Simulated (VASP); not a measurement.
# I (Fmmm) in VASP: settings compared

I is run at these levels: PBE, PBE+D3(BJ); tasks: single point.

All numbers are computed with VASP 6.6.1; they aren't measurements. Logs are shortened: lines on timing, memory, paths and dates and some standing lists are left out, and cuts for length are marked.

### 1 The cell of the first run

The structure is orthorhombic, space group Fmmm (No. 69). The conventional cell has a = 4.384 Å, b = 4.731 Å, c = 7.820 Å, α = 90.00°, β = 90.00°, γ = 90.00°. Within 4.2 Å of I (site symmetry mmm) lie 4 I at 3.23 Å.

### 2 Single point, PBE

Contents of INCAR:

```
ALGO = Normal
EDIFF = 1E-6
ENCUT = 500
GGA = PE
GGA_COMPAT = F
ISIF = 2
ISMEAR = 0
LASPH = T
LCHARG = F
LREAL = F
LWAVE = F
NBANDS = 10
NELM = 120
PREC = Accurate
SIGMA = 0.1
```

Contents of KPOINTS:

```
k-points
0
Gamma
  4 4 4
```

Contents of POSCAR:

```
I
1.0
    0.0000000000      2.3656004428      3.9098401324
    2.1922454667      0.0000000000      3.9098401324
    2.1922454667      2.3656004428      0.0000000000
I
1
Direct
    0.6520000000      0.5520000000      0.7270000000
```

Potentials or basis: VASP PAW PBE potentials, release 64 (I).

The run is started by

```sh
$ cat potpaw_PBE.64/I/POTCAR > POTCAR
$ mpirun -np 1 vasp_std > vasp.out
```

OUTCAR:

```text
EDIFF = 1E-6
   ENCUT = 500
   GGA = PE
   ISIF = 2
   ISMEAR = 0
   LASPH = T
   LREAL = F
   NELM = 120
   PREC = Accurate

 ion  position               nearest neighbor table
   1  0.652  0.552  0.727-

  LATTYP: Found a face centered orthorhombic cell.
 ALAT       =     4.3844909334
 B/A-ratio  =     1.0790764441
 C/A-ratio  =     1.7834864717

  Lattice vectors:

 A1 = (   0.0000000000,   2.3656004428,   3.9098401324)
 A2 = (   2.1922454667,   0.0000000000,   3.9098401324)
 A3 = (   2.1922454667,   2.3656004428,   0.0000000000)

Analysis of symmetry for initial positions (statically):
=====================================================================
 Subroutine PRICEL returns:
 Original cell was already a primitive cell.

 Routine SETGRP: Setting up the symmetry group for a
 face centered orthorhombic supercell.

 Subroutine GETGRP returns: Found  8 space group operations
 (whereof  1 operations were pure point group operations)
 out of a pool of  8 trial point group operations.

The static configuration has the point symmetry C_1 .
 The point group associated with its full space group is D_2h.

Analysis of symmetry for dynamics (positions and initial velocities):
=====================================================================
 Subroutine PRICEL returns:
 Original cell was already a primitive cell.

 Routine SETGRP: Setting up the symmetry group for a
 face centered orthorhombic supercell.

 Subroutine GETGRP returns: Found  8 space group operations
 (whereof  1 operations were pure point group operations)
 out of a pool of  8 trial point group operations.

The dynamic configuration has the point symmetry C_1 .
 The point group associated with its full space group is D_2h.

 Subroutine INISYM returns: Found  8 space group operations
 (whereof  1 operations are pure point group operations),
 and found     1 'primitive' translations

----------------------------------------------------------------------------------------

                                     Primitive cell

  volume of cell :      40.5527

  direct lattice vectors                    reciprocal lattice vectors
     0.000000000  2.365600443  3.909840132    -0.228076649  0.211362828  0.127882467
     2.192245467  0.000000000  3.909840132     0.228076649 -0.211362828  0.127882467
     2.192245467  2.365600443  0.000000000     0.228076649  0.211362828 -0.127882467

  length of vectors
     4.569782852  4.482498193  3.225214046     0.336224818  0.336224818  0.336224818

  position of ions in fractional coordinates (direct lattice)
     0.652000000  0.552000000  0.727000000

  ion indices of the primitive-cell ions
   primitive index   ion index
                 1           1

----------------------------------------------------------------------------------------

 KPOINTS: k-points

Automatic generation of k-mesh.
 Grid dimensions read from file:
 generate k-points for:    4    4    4

 Generating k-lattice:

  Cartesian coordinates                     Fractional coordinates (reciprocal lattice)
    -0.057019162  0.052840707  0.031970617     0.250000000  0.000000000  0.000000000
     0.057019162 -0.052840707  0.031970617     0.000000000  0.250000000  0.000000000
     0.057019162  0.052840707 -0.031970617     0.000000000  0.000000000  0.250000000

  Length of vectors
     0.084056205  0.084056205  0.084056205

  Shift w.r.t. Gamma in fractional coordinates (k-lattice)
     0.000000000  0.000000000  0.000000000

 Subroutine IBZKPT returns following result:
 ===========================================

 Found     18 irreducible k-points:

 Following reciprocal coordinates:
            Coordinates               Weight
  0.000000  0.000000  0.000000      1.000000
  0.250000  0.000000  0.000000      8.000000
  0.500000  0.000000  0.000000      4.000000
  0.250000  0.250000  0.000000      2.000000
  0.500000  0.250000  0.000000      8.000000
 -0.250000  0.250000 -0.000000      4.000000
[... 10 lines left out ...]
 -0.250000  0.250000  0.500000      2.000000
  0.000000  0.500000  0.500000      1.000000
   k-points           NKPTS =     18   k-points in BZ     NKDIM =     18   number of bands    NBANDS=     10
   number of dos      NEDOS =    301   number of ions     NIONS =      1
   total plane-waves  NPLWV =  31104
   dimension x,y,z NGX =    36 NGY =   36 NGZ =   24
   dimension x,y,z NGXF=    72 NGYF=   72 NGZF=   48
   ions per type =               1
   NGX,Y,Z   is equivalent  to a cutoff of  13.10, 13.35, 12.37 a.u.
   NGXF,Y,Z  is equivalent  to a cutoff of  26.19, 26.70, 24.74 a.u.
 SYSTEM =  unknown system
   PREC   = accura    normal or accurate (medium, high low for compatibility)
   ISTART =      0    job   : 0-new  1-cont  2-samecut
   ICHARG =      2    charge: 1-file 2-atom 10-const
   ISPIN  =      1    spin polarized calculation?
   LNONCOLLINEAR =      F non collinear calculations
   LSORBIT =      F    spin-orbit coupling
   LASPH  =      T    aspherical Exc in radial PAW
   ENCUT  =  500.0 eV  36.75 Ry    6.06 a.u.   8.33  8.17  5.88*2*pi/ulx,y,z
   NELM   =    120;   NELMIN=  2; NELMDL= -5     # of ELM steps
   EDIFF  = 0.1E-05   stopping-criterion for ELM
   LREAL  =      F    real-space projection
   EDIFFG = 0.1E-04   stopping-criterion for IOM
   NSW    =      0    number of steps for IOM
   IBRION =     -1    ionic relax: 0-MD 1-quasi-New 2-CG
   NFREE  =      0    steps in history (QN), initial steepest desc. (CG)
   ISIF   =      2    stress and relaxation
   ISYM   =      2    0-nonsym 1-usesym 2-fastsym
   POTIM  = 0.5000    time-step for ionic-motion
   TEBEG  =    0.0;   TEEND  =   0.0 temperature during run
   PSTRESS=    0.0 pullay stress
   NELECT =       7.0000    total number of electrons
   NUPDOWN=      -1.0000    fix difference up-down
   EMIN   =  10.00;   EMAX   =-10.00  energy-range for DOS
   EFERMI =   0.00;   METHOD = LEGACY
   ISMEAR =     0;   SIGMA  =   0.10  broadening in eV -4-tet -1-fermi 0-gaus
   EFERMI_NEDOS =   21; number of points for ismear=-14 and -15
   IALGO  =     38    algorithm
   IMIX   =      4    mixing-type and parameters
     AMIX     =   0.40;   BMIX     =  1.00
     AMIX_MAG =   1.60;   BMIX_MAG =  1.00
  volume/ion in A,a.u.               =      40.55       273.66
  Fermi-wavevector in a.u.,A,eV,Ry     =   0.911523  1.722529 11.304731  0.830874
  Thomas-Fermi vector in A             =   2.035812
   LORBIT       =      0    0 simple, 1 ext, 2 COOP (PROOUT), +10 PAW based schemes
   GGA     = PE    functional components
   LHFCALC =     F    Hartree Fock is set to
   AEXX    =    0.0000 exact exchange contribution
   IVDW    =     0    specifies the selected vdW correction
   LEPSILON=     F    determine dielectric tensor
   LRPA    =     F    only Hartree local field effects (RPA)
 non-spin polarized calculation
 Gauss-broadening in eV      SIGMA  =   0.10
  energy-cutoff  :      500.00
  volume of cell :       40.55
 maximum number of plane-waves:      1044
 NGX is ok and might be reduce to    36
   NGX = 17   NGY = 17   NGZ = 11

 number of electron       7.0000000 magnetization

 Free energy of the ion-electron system (eV)
  ---------------------------------------------------
  ext. energy  EPLUGINS =         0.00000000
  ---------------------------------------------------
  free energy    TOTEN  =        -1.73996833 eV

  energy without entropy =       -1.73996833  energy(sigma->0) =       -1.73996833

 E-fermi :   3.4454     XC(G=0):  -8.2635

 val. band max:        2.9999415766   @ k =   0.5000   0.0000   0.5000
 cond. band min:       4.0268868912   @ k =   0.5000   0.5000   0.0000
 fundamental gap:      1.0269453146
 Fermi energy:         3.4453865625

 k-point     1 :       0.0000    0.0000    0.0000
  band No.  band energies     occupation
      1     -10.3967      2.00000
      2       1.5419      2.00000
      3       4.2490      0.00000
      4       4.5526      0.00000
      5       8.0345      0.00000
      6      10.9630      0.00000
      7      11.6871      0.00000
      8      15.6029      0.00000
      9      15.9226      0.00000
     10      15.9313      0.00000

 k-point     2 :       0.2500    0.0000    0.0000
  band No.  band energies     occupation
      1      -9.7814      2.00000
      2       0.7690      2.00000
      3       1.6352      2.00000
      4       4.7695      0.00000
      5       9.2387      0.00000
      6      11.4152      0.00000
      7      11.8540      0.00000
      8      15.9099      0.00000
      9      16.4911      0.00000
     10      16.9856      0.00000

 k-point     3 :       0.5000    0.0000    0.0000
  band No.  band energies     occupation
      1      -8.9427      2.00000
      2      -1.7158      2.00000
      3       1.7548      2.00000
      4       5.1965      0.00000
      5       8.2797      0.00000
      6      12.5785      0.00000
      7      14.1547      0.00000
      8      15.3486      0.00000
      9      15.8277      0.00000
     10      16.0619      0.00000

 k-point     4 :       0.2500    0.2500    0.0000
  band No.  band energies     occupation
      1     -10.2769      2.00000
      2       0.3194      2.00000
      3       4.1351      0.00000
      4       4.4491      0.00000
      5      10.6087      0.00000
      6      10.6798      0.00000
      7      11.1563      0.00000
      8      16.6489      0.00000
      9      16.9233      0.00000
     10      17.4297      0.00000
[... 144 lines left out ...]
 k-point    16 :       0.5000    0.0000    0.5000
  band No.  band energies     occupation
      1      -7.6439      2.00000
      2      -0.8968      2.00000
      3       0.0035      2.00000
      4       2.9999      2.00000
      5       7.4676      0.00000
      6      10.0913      0.00000
      7      13.0557      0.00000
      8      14.0001      0.00000
      9      14.5899      0.00000
     10      14.7044      0.00000

 k-point    17 :      -0.2500    0.2500    0.5000
  band No.  band energies     occupation
      1      -7.6246      2.00000
      2      -0.7485      2.00000
      3      -0.1497      2.00000
      4       2.8317      2.00000
      5       7.6189      0.00000
      6      10.4665      0.00000
      7      11.2949      0.00000
      8      12.5499      0.00000
      9      18.6643      0.00000
     10      18.7428      0.00000

 k-point    18 :       0.0000    0.5000    0.5000
  band No.  band energies     occupation
      1      -7.6053      2.00000
      2      -0.5883      2.00000
      3      -0.2921      2.00000
      4       2.7096      2.00000
      5       7.4074      0.00000
      6       9.2438      0.00000
      7      13.7973      0.00000
      8      14.2260      0.00000
      9      15.5936      0.00000
     10      15.6935      0.00000

------------------------ aborting loop because EDIFF is reached ----------------------------------------

  FORCE on cell =-STRESS in cart. coord.  units (eV):
  Direction    XX          YY          ZZ          XY          YZ          ZX
  --------------------------------------------------------------------------------------
  -------------------------------------------------------------------------------------
  Total       -0.4473264     -0.6851835      0.2276185      0.0000000      0.0000000      0.0000000
  in kB      -17.6732146    -27.0706027      8.9928768      0.0000000      0.0000000      0.0000000
  external PRESSURE =     -11.9169802 kB  Pullay stress =       0.0000000 kB

 VOLUME and BASIS-vectors are now :
 -----------------------------------------------------------------------------
  energy-cutoff  :      500.00
  volume of cell :       40.55
      direct lattice vectors                 reciprocal lattice vectors
     0.000000000  2.365600443  3.909840132    -0.228076649  0.211362828  0.127882467
     2.192245467  0.000000000  3.909840132     0.228076649 -0.211362828  0.127882467
     2.192245467  2.365600443  0.000000000     0.228076649  0.211362828 -0.127882467

 POSITION                                       TOTAL-FORCE (eV/Angst)
 -----------------------------------------------------------------------------------
      2.80388      3.26216      4.70745         0.000000      0.000000      0.000000
 -----------------------------------------------------------------------------------
    total drift:                                0.000000      0.000000     -0.000000

  FREE ENERGIE OF THE ION-ELECTRON SYSTEM (eV)
  ---------------------------------------------------
  free  energy   TOTEN  =        -1.7399683279 eV

  energy  without entropy=       -1.7399683279  energy(sigma->0) =       -1.73996833
```

It took 17 s on 1 thread of Intel Xeon 8259CL, shared host; peak memory 0.17 GiB.

Results:

| Quantity | Value |
| --- | --- |
| Free energy | -1.7400 eV |
| Pressure | -1.2 GPa |

Caveat: the k points lie up to 0.53 Å⁻¹ apart; spin-orbit coupling is left out, which moves the levels of the heavy elements; an odd number of electrons without spin polarisation forces a metal; a magnetic or distorted state may lie lower.

### 3 Single point, PBE+D3(BJ)

Contents of INCAR:

```
SYSTEM = I
PREC = Accurate
ENCUT = 500
EDIFF = 1E-6
ISMEAR = -5
SIGMA = 0.1
LREAL = .FALSE.
LASPH = .TRUE.
NELM = 120
ALGO = Normal
ISIF = 2
LWAVE = .FALSE.
LCHARG = .FALSE.
GGA = PE
IVDW = 12
NBANDS = 10
GGA_COMPAT = .FALSE.
```

Contents of KPOINTS:

```
regular mesh
0
G
  4 4 4
  0 0 0
```

POSCAR: that of step 2 with these lines changed.

```diff
@@ -8,2 +8,2 @@
 Direct
-    0.6520000000      0.5520000000      0.7270000000
+    0.0000000000      0.0000000000      0.0000000000
```

Potentials or basis: VASP PAW PBE potentials, release 64 (I).

The run is started by

```sh
$ cat potpaw_PBE.64/I/POTCAR > POTCAR
$ mpirun -np 1 vasp_std > vasp.out
```

OUTCAR:

```text
SYSTEM = I
   PREC = Accurate
   ENCUT = 500
   EDIFF = 1E-6
   ISMEAR = -5
   LREAL = .FALSE.
   LASPH = .TRUE.
   NELM = 120
   ISIF = 2
   GGA = PE
   IVDW = 12
 IVDW          = 12

 ion  position               nearest neighbor table
   1  0.000  0.000  0.000-

  LATTYP: Found a face centered orthorhombic cell.
 ALAT       =     4.3844909334
 B/A-ratio  =     1.0790764441
 C/A-ratio  =     1.7834864717

  Lattice vectors:

 A1 = (   0.0000000000,   2.3656004428,   3.9098401324)
 A2 = (   2.1922454667,   0.0000000000,   3.9098401324)
 A3 = (   2.1922454667,   2.3656004428,   0.0000000000)

Analysis of symmetry for initial positions (statically):
=====================================================================
 Subroutine PRICEL returns:
 Original cell was already a primitive cell.

 Routine SETGRP: Setting up the symmetry group for a
 face centered orthorhombic supercell.

 Subroutine GETGRP returns: Found  8 space group operations
 (whereof  8 operations were pure point group operations)
[... 161 lines left out ...]
 cond. band min:       4.3776435665   @ k =   0.5000   0.5000   0.0000
 fundamental gap:      0.0375948088
 Fermi energy:         3.3042125264

 k-point     1 :       0.0000    0.0000    0.0000
  band No.  band energies     occupation
      1     -10.3549      2.00000
      2       1.5253      2.00000
      3       4.3400      1.11869
      4       4.5829     -0.00698
      5       8.0000      0.00000
      6      11.0364      0.00000
      7      11.7354      0.00000
      8      15.5931      0.00000
      9      15.9009      0.00000
     10      15.9032      0.00000
[... 209 lines left out ...]
 k-point    18 :       0.0000    0.5000    0.5000
  band No.  band energies     occupation
      1      -7.5702      2.00000
      2      -0.5386      2.00000
      3      -0.2137      2.00000
      4       2.6767      2.00000
      5       7.4690      0.00000
      6       9.2190      0.00000
      7      13.8164      0.00000
      8      14.2139      0.00000
      9      15.5717      0.00000
     10      15.6628      0.00000

------------------------ aborting loop because EDIFF is reached ----------------------------------------

 Edisp (eV)   -0.31720

 E8    (eV) :    -0.1413

  FORCE on cell =-STRESS in cart. coord.  units (eV):
  Direction    XX          YY          ZZ          XY          YZ          ZX
  --------------------------------------------------------------------------------------
  -------------------------------------------------------------------------------------
  Total      -0.39020    -0.32889    -0.31157    -0.00000     0.00000     0.00000
  in kB     -15.41610   -12.99390   -12.30976    -0.00000     0.00000     0.00000
  external pressure =      -13.57 kB  Pullay stress =        0.00 kB

 VOLUME and BASIS-vectors are now :
 -----------------------------------------------------------------------------
  energy-cutoff  :      500.00
  volume of cell :       40.55
      direct lattice vectors                 reciprocal lattice vectors
     0.000000000  2.365600443  3.909840132    -0.228076649  0.211362828  0.127882467
     2.192245467  0.000000000  3.909840132     0.228076649 -0.211362828  0.127882467
     2.192245467  2.365600443  0.000000000     0.228076649  0.211362828 -0.127882467

 POSITION                                       TOTAL-FORCE (eV/Angst)
 -----------------------------------------------------------------------------------
      0.00000      0.00000      0.00000         0.000000      0.000000      0.000000
 -----------------------------------------------------------------------------------
    total drift:                                0.000000      0.000000      0.000000

  FREE ENERGIE OF THE ION-ELECTRON SYSTEM (eV)
  ---------------------------------------------------
  free  energy   TOTEN  =        -1.8707938746 eV

  energy  without entropy=       -1.8707938746  energy(sigma->0) =       -1.87079387
```

OSZICAR:

```text
N       E                     dE             d eps       ncg     rms          rms(c)
DAV:   1     0.208533394492E+02    0.20853E+02   -0.23680E+03   360   0.469E+02
DAV:   2    -0.582839823770E+00   -0.21436E+02   -0.20651E+02   482   0.817E+01
DAV:   3    -0.155520402129E+01   -0.97236E+00   -0.97193E+00   440   0.179E+01
DAV:   4    -0.156503479842E+01   -0.98308E-02   -0.98949E-02   472   0.229E+00
DAV:   5    -0.156515399179E+01   -0.11919E-03   -0.11950E-03   470   0.219E-01    0.510E+00
DAV:   6    -0.155433442277E+01    0.10820E-01   -0.20063E-02   416   0.524E-01    0.320E+00
DAV:   7    -0.155410281771E+01    0.23161E-03   -0.20982E-02   398   0.658E-01    0.163E-01
DAV:   8    -0.155372394251E+01    0.37888E-03   -0.83015E-04   394   0.169E-01    0.594E-02
DAV:   9    -0.155357104447E+01    0.15290E-03   -0.16085E-04   408   0.614E-02    0.113E-02
DAV:  10    -0.155359413816E+01   -0.23094E-04   -0.80441E-06   458   0.157E-02    0.428E-03
DAV:  11    -0.155359464567E+01   -0.50751E-06   -0.67932E-07   392   0.517E-03
   1 F= -.18707939E+01 E0= -.18707939E+01  d E =0.000000E+00
```

Wall time 16 s (1 thread of Intel Xeon 8259CL, shared host); peak memory 0.18 GiB.

Results:

```
Free energy                : -1.8708 eV
Pressure                   : -1.4 GPa
Dispersion energy per atom : -0.317 eV
```

Stress tensor (GPa, compression positive):
```
-1.54  0.00  0.00
 0.00 -1.30  0.00
 0.00  0.00 -1.23
```

Levels at points of the mesh, in eV from the Fermi level:
```
           k point  band 1  band 2  band 3  band 4  band 5  band 6  band 7  band 8
(0.00, 0.00, 0.00)  -13.66   -1.78    1.04    1.28    4.70    7.73    8.43   12.29
(0.50, 0.00, 0.00)  -12.21   -4.96   -1.57    1.95    4.96    9.32   10.84   12.08
(0.50, 0.50, 0.00)  -13.41   -3.91    0.81    1.07    7.20    7.50   10.86   14.78
(0.50, 0.00, 0.50)  -10.91   -4.16   -3.22   -0.34    4.22    6.77    9.75   10.70
(0.00, 0.50, 0.50)  -10.87   -3.84   -3.52   -0.63    4.16    5.91   10.51   10.91
```

Caveat: the k points lie up to 0.53 Å⁻¹ apart; spin-orbit coupling is left out, which moves the levels of the heavy elements; an odd number of electrons without spin polarisation forces a metal; a magnetic or distorted state may lie lower; pairwise dispersion overbinds metals, which lowers pressure and volume; tetrahedron occupations give inexact forces and stress in metals.
